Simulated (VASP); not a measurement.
# Rb (Fm-3m) in VASP: further runs, part 2 of 2

VASP 6.6.1. The steps go on from the part before.

## Step 3: Single point, PBE

Input file INCAR:

```
ALGO = Normal
EDIFF = 1E-6
ENCUT = 520
GGA = PE
ISIF = 2
ISMEAR = -1
LASPH = True
LCHARG = False
LREAL = False
LWAVE = False
NBANDS = 10
NELM = 100
PREC = Accurate
SIGMA = 0.08
```

Input file KPOINTS:

```
k-points
0
Gamma
  11 11 11
```

Input file POSCAR:

```
Rb
1.0
    0.0000000000      3.1760649082      3.1760649082
    3.1760649082      0.0000000000      3.1760649082
    3.1760649082      3.1760649082      0.0000000000
Rb
1
Direct
    0.0000000000      0.0000000000      0.0000000000
```

Potentials or basis: VASP PAW PBE potentials, release 64 (Rb_sv).

Started as:

```console
> cat potpaw_PBE.64/Rb_sv/POTCAR > POTCAR
> mpirun -np 1 vasp_std > vasp.out
```

OUTCAR:

```text
EDIFF = 1E-6
   ENCUT = 520
   GGA = PE
   ISIF = 2
   ISMEAR = -1
   LASPH = True
   LREAL = False
   NELM = 100
   PREC = Accurate

 ion  position               nearest neighbor table
   1  0.000  0.000  0.000-

  LATTYP: Found a face centered cubic cell.
 ALAT       =     6.3521298164

  Lattice vectors:

 A1 = (   0.0000000000,   3.1760649082,   3.1760649082)
 A2 = (   3.1760649082,   0.0000000000,   3.1760649082)
 A3 = (   3.1760649082,   3.1760649082,   0.0000000000)

[... 488 lines left out ...]
      9       5.5843      0.00000
     10       7.1770      0.00000

 [... further k-points ...]

------------------------ aborting loop because EDIFF is reached ----------------------------------------

  FORCE on cell =-STRESS in cart. coord.  units (eV):
  Direction    XX          YY          ZZ          XY          YZ          ZX
  --------------------------------------------------------------------------------------
  -------------------------------------------------------------------------------------
  Total        0.7498698      0.7498698      0.7498698     -0.0000000     -0.0000000      0.0000000
  in kB       18.7498741     18.7498741     18.7498741     -0.0000000     -0.0000000      0.0000000
  external PRESSURE =      18.7498741 kB  Pullay stress =       0.0000000 kB

 VOLUME and BASIS-vectors are now :
 -----------------------------------------------------------------------------
  energy-cutoff  :      520.00
  volume of cell :       64.08
      direct lattice vectors                 reciprocal lattice vectors
     0.000000000  3.176064908  3.176064908    -0.157427513  0.157427513  0.157427513
     3.176064908  0.000000000  3.176064908     0.157427513 -0.157427513  0.157427513
     3.176064908  3.176064908  0.000000000     0.157427513  0.157427513 -0.157427513

 POSITION                                       TOTAL-FORCE (eV/Angst)
 -----------------------------------------------------------------------------------
      0.00000      0.00000      0.00000         0.000000     -0.000000      0.000000
 -----------------------------------------------------------------------------------
    total drift:                               -0.000000      0.000000      0.000000

  FREE ENERGIE OF THE ION-ELECTRON SYSTEM (eV)
  ---------------------------------------------------
  free  energy   TOTEN  =        -0.8242719893 eV

  energy  without entropy=       -0.8058371165  energy(sigma->0) =       -0.81505455
```

OSZICAR:

```text
N       E                     dE             d eps       ncg     rms          rms(c)
DAV:   1     0.382423254254E+02    0.38242E+02   -0.35895E+03  1120   0.693E+02
DAV:   2     0.123711731354E+01   -0.37005E+02   -0.36150E+02  1240   0.125E+02
DAV:   3    -0.744392086616E+00   -0.19815E+01   -0.19744E+01  1484   0.288E+01
DAV:   4    -0.823573140323E+00   -0.79181E-01   -0.79086E-01  1496   0.464E+00
DAV:   5    -0.825789074215E+00   -0.22159E-02   -0.22157E-02  1548   0.661E-01    0.194E+00
DAV:   6    -0.824082983564E+00    0.17061E-02   -0.39603E-03  1402   0.352E-01    0.122E+00
DAV:   7    -0.824220132663E+00   -0.13715E-03   -0.68613E-03  1390   0.472E-01    0.901E-02
DAV:   8    -0.824265545208E+00   -0.45413E-04   -0.51415E-04  1386   0.165E-01    0.169E-02
DAV:   9    -0.824270849569E+00   -0.53044E-05   -0.78432E-06  1412   0.225E-02    0.724E-03
DAV:  10    -0.824271997941E+00   -0.11484E-05   -0.42380E-06  1264   0.137E-02    0.109E-03
DAV:  11    -0.824271989308E+00    0.86333E-08   -0.88312E-08   752   0.219E-03
   1 F= -.82427199E+00 E0= -.81505455E+00  d E =-.184349E-01
```

stdout:

```text
POSCAR found type information on POSCAR Rb
 POSCAR found :  1 types and       1 ions
 scaLAPACK will be used
 LDA part: xc-table for (Slater+PW92), standard interpolation
 POSCAR, INCAR and KPOINTS ok, starting setup
 FFT: planning ... GRIDC
 FFT: planning ... GRID_SOFT
 FFT: planning ... GRID
 WAVECAR not read
 entering main loop
```

It took 40 s on 1 thread of Intel Xeon 8259CL, shared host; peak memory 0.21 GiB.

What came out:

- Free energy: -0.8243 eV
- Pressure: 1.9 GPa
- Band gap on the k mesh: zero (an odd number of electrons rules out a gap without spin polarisation)

Levels at points of the mesh, in eV from the Fermi level:
| k point | band 1 | band 2 | band 3 | band 4 | band 5 | band 6 | band 7 | band 8 | band 9 | band 10 |
| --- | --- | --- | --- | --- | --- | --- | --- | --- | --- | --- |
| (0.00, 0.00, 0.00) | -28.84 | -12.81 | -12.81 | -12.81 | -2.50 | 3.82 | 3.82 | 3.82 | 5.56 | 5.56 |

## Step 4: Relaxation of cell and atoms, PBE, target pressure 1.9 GPa, at which the enthalpy is minimised

Input file INCAR:

```
SYSTEM = Rb
PREC = Accurate
ENCUT = 600
EDIFF = 1E-6
ISMEAR = -1
SIGMA = 0.08
LREAL = .False.
LASPH = .True.
NELM = 60
ALGO = Normal
ISIF = 3
LWAVE = .False.
LCHARG = .False.
GGA = PE
IBRION = 2
NSW = 60
EDIFFG = -0.005
PSTRESS = 19.0
```

Input file KPOINTS:

```
Automatic mesh
0
Gamma
  11 11 11
  0 0 0
```

Input file POSCAR:

```
Rb
1.0
    0.0000000000      3.1770160920      3.1770160920
    3.1770160920      0.0000000000      3.1770160920
    3.1770160920      3.1770160920      0.0000000000
Rb
1
Direct
    0.0000000000      0.0000000000      0.0000000000
```

Started as:

```console
> cat potpaw_PBE.64/Rb_sv/POTCAR > POTCAR
> mpirun -np 1 vasp_std > vasp.out
```

Wall time 81 s (1 thread of Intel Xeon 8259CL, shared host); peak memory 0.23 GiB.

The run converged. Its results:

* Free energy: -0.8213 eV
* Relaxed volume: 63.83 Å³/atom
* Relaxed cell: a = 4.486 Å, b = 4.486 Å, c = 4.486 Å, α = 60.00°, β = 60.00°, γ = 60.00°
* Space group after relaxing (to 0.1 Å): Fm-3m (No. 225)
* Energy change on relaxing (the run minimises the enthalpy): +3.6 meV/atom
* Ionic steps: 3
* Pressure after relaxing: 1.9 GPa
* Band gap on the k mesh: zero (an odd number of electrons rules out a gap without spin polarisation)

The path:
| step | energy change (eV) | largest force (eV/Å) | pressure (GPa) | volume (Å³) |
| --- | --- | --- | --- | --- |
| 1 | 0.0000 | 0.0000 | 1.87 | 64.13 |
| 2 | 0.0014 | 0.0000 | 1.88 | 64.02 |
| 3 | 0.0036 | 0.0000 | 1.91 | 63.83 |

Final structure:
```
Rb
1.0
     0.00000    3.17195    3.17195
     3.17195    0.00000    3.17195
     3.17195    3.17195    0.00000
Rb
1
Direct
  0.00000 0.00000 0.00000
```

Levels at points of the mesh, in eV from the Fermi level:
```csv
k point,band 2,band 3,band 4,band 5,band 6,band 7,band 8
"(0.00, 0.00, 0.00)",-12.81,-12.81,-12.81,-2.50,3.83,3.83,3.83
```

Caveat: the cell is relaxed towards a set pressure, so the run minimises the enthalpy, not the energy.

## Step 5: Relaxation of cell and atoms, PBE, target pressure 1.9 GPa, at which the enthalpy is minimised

Input file INCAR:

```
PREC = Accurate
ENCUT = 600
EDIFF = 1E-7
ISMEAR = -1
SIGMA = 0.08
LREAL = False
LASPH = True
NELM = 80
ALGO = Normal
ISIF = 3
LWAVE = False
LCHARG = False
GGA = PE
IBRION = 2
NSW = 32
EDIFFG = -0.005
PSTRESS = 19.0
```

Input file KPOINTS:

```
Automatic mesh
0
Gamma
  11 11 11
```

Input file POSCAR:

```
Rb
1.0
    0.0000000000      3.1760649082      3.1760649082
    3.1760649082      0.0000000000      3.1760649082
    3.1760649082      3.1760649082      0.0000000000
Rb
1
Direct
    0.0000000000      0.0000000000      0.0000000000
```

Potentials or basis: VASP PAW PBE potentials, release 64 (Rb_sv).

Started as:

```console
> cat potpaw_PBE.64/Rb_sv/POTCAR > POTCAR
> mpirun -np 1 vasp_std > vasp.out
```

OUTCAR:

```text
PREC = Accurate
   ENCUT = 600
   EDIFF = 1E-7
   ISMEAR = -1
   LREAL = False
   LASPH = True
   NELM = 80
   ISIF = 3
   GGA = PE
   IBRION = 2
   NSW = 32
   EDIFFG = -0.005
   PSTRESS = 19.0

 ion  position               nearest neighbor table
   1  0.000  0.000  0.000-

  LATTYP: Found a face centered cubic cell.
 ALAT       =     6.3521298164

  Lattice vectors:

 A1 = (   0.0000000000,   3.1760649082,   3.1760649082)
[... 495 lines left out ...]
------------------------ aborting loop because EDIFF is reached ----------------------------------------

  FORCE on cell =-STRESS in cart. coord.  units (eV):
  Direction    XX          YY          ZZ          XY          YZ          ZX
  --------------------------------------------------------------------------------------
  -------------------------------------------------------------------------------------
  Total        0.7545617      0.7545617      0.7545617      0.0000000      0.0000000      0.0000000
  in kB       18.8926252     18.8926252     18.8926252      0.0000000      0.0000000      0.0000000
  external PRESSURE =      -0.1073748 kB  Pullay stress =      19.0000000 kB

 VOLUME and BASIS-vectors are now :
 -----------------------------------------------------------------------------
  energy-cutoff  :      600.00
  volume of cell :       63.99
      direct lattice vectors                 reciprocal lattice vectors
    -0.000000000  3.174638953  3.174638953    -0.157498225  0.157498225  0.157498225
     3.174638953  0.000000000  3.174638953     0.157498225 -0.157498225  0.157498225
     3.174638953  3.174638953  0.000000000     0.157498225  0.157498225 -0.157498225

 POSITION                                       TOTAL-FORCE (eV/Angst)
 -----------------------------------------------------------------------------------
      3.17464      3.17464      6.34928         0.000000      0.000000      0.000000
 -----------------------------------------------------------------------------------
    total drift:                                0.000000     -0.000000      0.000000

  FREE ENERGIE OF THE ION-ELECTRON SYSTEM (eV)
  ---------------------------------------------------
  free  energy   TOTEN  =        -0.8232725652 eV

  energy  without entropy=       -0.8048387802  energy(sigma->0) =       -0.81405567

  enthalpy is  TOTEN    =        -0.0644223940 eV   P V=        0.7588501712

 reached required accuracy - stopping structural energy minimisation
```

CONTCAR:

```text
Rb
   1.00000000000000
    -0.0000000000000000    3.1746389527787806    3.1746389527787806
     3.1746389527787806    0.0000000000000000    3.1746389527787806
     3.1746389527787806    3.1746389527787806    0.0000000000000000
  Rb
     1
Direct
     1.0000000000000000    1.0000000000000000    0.0000000000000000

  0.00000000E+00  0.00000000E+00  0.00000000E+00
```

It took 71 s on 1 thread of Intel Xeon 8259CL, shared host; peak memory 0.22 GiB.

Results:

```
Free energy                                                : -0.8233 eV
Relaxed volume                                             : 63.99 Å³/atom
Relaxed cell                                               : a = 4.490 Å, b = 4.490 Å, c = 4.490 Å, α = 60.00°, β = 60.00°, γ = 60.00°
Space group after relaxing (to 0.1 Å)                      : Fm-3m (No. 225)
Energy change on relaxing (the run minimises the enthalpy) : +1.0 meV/atom
Ionic steps                                                : 2
Pressure after relaxing                                    : 1.9 GPa
Band gap on the k mesh                                     : zero (an odd number of electrons rules out a gap without spin polarisation)
```

Step by step:
```csv
step,energy change (eV),largest force (eV/Å),pressure (GPa),volume (Å³)
1,0.0000,0.0000,1.88,64.08
2,0.0010,0.0000,1.89,63.99
```

Final structure:
```yaml
crystal:
  lattice:
    - [0.00000, 3.17464, 3.17464]
    - [3.17464, 0.00000, 3.17464]
    - [3.17464, 3.17464, 0.00000]
  atoms:
    - { symbol: Rb, position: [0.00000, 0.00000, 0.00000] }
```

Caveat: the cell is relaxed towards a set pressure, so the run minimises the enthalpy, not the energy.

## Step 6: Summary

| task | cell | cutoff (eV) | gap on the mesh (eV) | pressure (GPa) |
| --- | --- | --- | --- | --- |
| single point | a = 4.492 Å, angles 60.0°, 1 atom | 520 | none | 1.9 |
| relaxation of cell and atoms | relaxed to 1.9 GPa from a = 4.493 Å, angles 60.0°, 1 atom | 600 | none | 1.9 |
| relaxation of cell and atoms | relaxed to 1.9 GPa from a = 4.492 Å, angles 60.0°, 1 atom | 600 | none | 1.9 |

Alike in all rows: level PBE; potentials or basis VASP PAW PBE potentials, release 64 (Rb_sv); no spin polarisation; k mesh 11 × 11 × 11; smearing fermi-dirac 0.08 eV.

Caveats: the cell is relaxed towards a set pressure, so the run minimises the enthalpy, not the energy (at least some runs).

Total energies depend on the potentials used, so only differences within one code and one set of settings carry meaning.
